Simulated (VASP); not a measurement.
Here is a VASP 6.6.1 calculation.

INCAR

```
PREC = Accurate ; ENCUT = 520
EDIFF = 1E-6 ; ISMEAR = 0
SIGMA = 0.1 ; LREAL = False
LASPH = True ; NELM = 80
ALGO = Normal ; ISIF = 2
LWAVE = False ; LCHARG = False
GGA = PS ; NBANDS = 10
```

The input KPOINTS:

```
Automatic mesh
0
Gamma
  6 6 4
```

File POSCAR:

```
K
1.0
    4.5808185515      0.0000000000      0.0000000000
   -2.2904092758      3.9671052357      0.0000000000
    0.0000000000      0.0000000000      4.2802023341
K
1
Direct
    0.0000000000      0.0000000000      0.0000000000
```

Potentials or basis: VASP PAW PBE potentials, release 64 (K_sv).

Launch:

```bash
$ cat potpaw_PBE.64/K_sv/POTCAR > POTCAR
$ mpirun -np 1 vasp_std > vasp.out
```

(1) Predict the band gap on the k mesh.

(2) Estimate the pressure.

Answers

(1) zero (an odd number of electrons rules out a gap without spin polarisation).

(2) -0.2 GPa.

Caveat: the k points lie up to 0.37 Å⁻¹ apart, too coarse for converged energies and pressures of a metal; the PAW data sets were made with another functional, which shifts forces and pressure a little.
